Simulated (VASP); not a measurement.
**CoH3: relaxation of cell and atoms with PBE**

CoH3:

```
CELL_PARAMETERS angstrom
2.61133 0.00000 0.00000
0.00000 2.61133 0.00000
0.00000 0.00000 2.61133
ATOMIC_POSITIONS crystal
Co 0.00000 0.00000 0.00000
H 0.00000 0.50000 0.50000
H 0.50000 0.00000 0.50000
H 0.50000 0.50000 0.00000
```

- Program: VASP 6.6.1
- Task: relaxation of cell and atoms
- Functional: PBE
- Potentials or basis: VASP PAW PBE potentials, release 64 (Co, H)
- Cutoff: 600 eV
- k mesh: 18 × 18 × 18
- Occupations: gaussian, width 0.1 eV
- Spin: no spin polarisation
- Dipole correction: no
- Further INCAR settings: ALGO = Normal; EDIFF = 1e-07; IBRION = 2; EDIFFG = -0.01; NSW = 100; ISIF = 3

- Pressure after relaxing: 0.0 GPa
- Band gap on the k mesh: zero (bands 6 and 7 overlap by 4.49 eV)

Final structure:
```
CELL_PARAMETERS angstrom
2.61133 0.00000 0.00000
0.00000 2.61133 0.00000
0.00000 0.00000 2.61133
ATOMIC_POSITIONS crystal
Co 0.00000 0.00000 0.00000
H 0.00000 0.50000 0.50000
H 0.50000 0.00000 0.50000
H 0.50000 0.50000 0.00000
```

Levels at points of the mesh, in eV from the Fermi level:
```
           k point  band 3  band 4  band 5  band 6  band 7  band 8  band 9  band 10
(0.00, 0.00, 0.00)   -4.67   -0.90   -0.90   -0.90    5.87    5.87   10.40    10.40
(0.50, 0.00, 0.00)   -3.22   -1.92   -1.92   -0.81    0.39    3.59   14.70    16.54
(0.50, 0.50, 0.00)   -4.91   -3.41   -1.68   -1.68   -0.30    3.13    5.14    15.85
(0.50, 0.50, 0.50)   -6.34   -0.25   -0.25    4.18    4.18    4.18    5.06     5.06
```

Run time: 48 s on 1 thread of AMD EPYC 7R43 64-Core Processor (Zen 3), with other jobs on the host, peak memory 0.15 GiB.

Caveat: the relaxation stopped at its first step, so nothing moved; the run has no spin polarisation, though such a crystal can be magnetic. Spin polarisation is off, so any magnetic state and its effect on volume and gap are missing.
